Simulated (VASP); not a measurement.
MgZn4O:

```
Mg Zn O
1.0
    -2.73289    2.73289    3.28580
     2.73289   -2.73289    3.28580
     2.73289    2.73289   -3.28580
Mg Zn O
1 4 1
Direct
  0.50000 0.50000 0.00000
  0.75000 0.25000 0.50000
  0.49885 0.99885 0.50000
  0.00115 0.50115 0.50000
  0.25000 0.75000 0.50000
  0.00000 0.00000 0.00000
```

The cell was built from a structure type or drawn by symmetry, and may not be a known phase.

| Item | Value |
| --- | --- |
| Program | VASP 6.6.1 |
| Task | relaxation of cell and atoms |
| Functional | PBE |
| Potentials or basis | VASP PAW PBE potentials, release 64 (Mg, Zn, O) |
| Cutoff | 600 eV |
| k mesh | 4 × 4 × 4 |
| Occupations | gaussian, width 0.2 eV |
| Spin | no spin polarisation |

At the start: pressure 83.6 GPa; volume 16.36 Å³/atom.

Where does the relaxation end?

Over 12 steps the energy falls by 3646.5 meV/atom and the volume is 19.54 Å³/atom (+19.4 %); space group I4/mmm (No. 139, to 0.1 Å) before and after.

Step by step:
```
step  energy change (eV)  largest force (eV/Å)  pressure (GPa)  volume (Å³)
   1              0.0000                1.4737           83.58        98.16
   2             -3.0135                0.4921          -34.46       214.59
   3            -20.6089                0.2007           -8.17       155.35
   4            -20.9125                0.2927           -7.20       151.27
   5            -21.2946                0.7000           -3.17       139.00
   6            -21.3029                0.6268           -3.95       140.79
   7            -21.3024                0.6604           -3.58       139.95
   8            -21.6316                0.3415           -2.79       130.73
   9            -21.8622                0.0249           -0.64       119.63
  10            -21.8747                0.1420            0.57       115.85
  11            -21.8755                0.1173            0.29       116.65
  12            -21.8792                0.0537           -0.13       117.22
```

Final structure:
```yaml
crystal:
  lattice:
    - [-2.46902, 2.46902, 4.80738]
    - [2.46902, -2.46902, 4.80738]
    - [2.46902, 2.46902, -4.80738]
  atoms:
    - { symbol: Mg, position: [0.50000, 0.50000, 0.00000] }
    - { symbol: Zn, position: [0.75000, 0.25000, 0.50000] }
    - { symbol: Zn, position: [0.49937, 0.99937, 0.50000] }
    - { symbol: Zn, position: [0.00063, 0.50063, 0.50000] }
    - { symbol: Zn, position: [0.25000, 0.75000, 0.50000] }
    - { symbol: O, position: [0.00000, 0.00000, 0.00000] }
```

Caveat: the k points lie up to 0.36 Å⁻¹ apart in the final cell, too coarse for converged energies and pressures of a metal; the volume moved by over 15 % at a fixed basis, so the end points are rough; the relaxation stopped at a loose force limit of 0.08 eV/Å, so its end isn't a converged minimum.
